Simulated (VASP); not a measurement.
**Ag2ClF: single point with r2SCAN**

Crystal: Ag2ClF.

```
CELL_PARAMETERS angstrom
1.98144 1.14398 5.43281
-1.98144 1.14398 5.43281
0.00000 -2.28797 5.43281
ATOMIC_POSITIONS crystal
F 0.00000 0.00000 0.00000
Cl 0.50000 0.50000 0.50000
Ag 0.26564 0.26564 0.26564
Ag 0.73436 0.73436 0.73436
```

This cell differs from its parent crystal: volume changed by +6%.

| Quantity | Value |
| --- | --- |
| Program | VASP 6.6.1 |
| Task | single point |
| Functional | r2SCAN |
| Potentials or basis | VASP PAW PBE potentials, release 64 (F, Cl, Ag) |
| Cutoff | 520 eV |
| k mesh | 6 × 6 × 6 |
| Occupations | fermi-dirac, width 0.02 eV |
| Spin | no spin polarisation |

The pressure is -3.3 GPa. The band gap on the k mesh is 0.41 eV, direct.

Stress tensor (GPa, compression positive):
```
-3.59  0.00  0.00
 0.00 -3.59  0.00
 0.00  0.00 -2.83
```

Levels at points of the mesh, in eV from the valence-band top:
```
           k point  band 15  band 16  band 17  band 18  band 19  band 20  band 21  band 22
(0.00, 0.00, 0.00)    -1.44    -1.44     0.00     0.00     0.41     5.29     8.13     9.08
(0.50, 0.00, 0.00)    -1.18    -1.10    -0.92    -0.44     3.88     5.69     7.56     8.04
(0.50, 0.50, 0.00)    -1.42    -1.29    -0.27    -0.12     3.83     5.38     5.62     9.19
(0.50, 0.50, 0.50)    -0.93    -0.93    -0.42    -0.42     2.50     3.67    10.42    10.42
```

It took 3.5 min on 1 thread of Intel(R) Xeon(R) 6975P-C (Granite Rapids), on a shared host, peak memory 0.38 GiB.

Caveat: the PAW data sets were made with another functional, which shifts forces and pressure a little. A k mesh can miss the band edges.
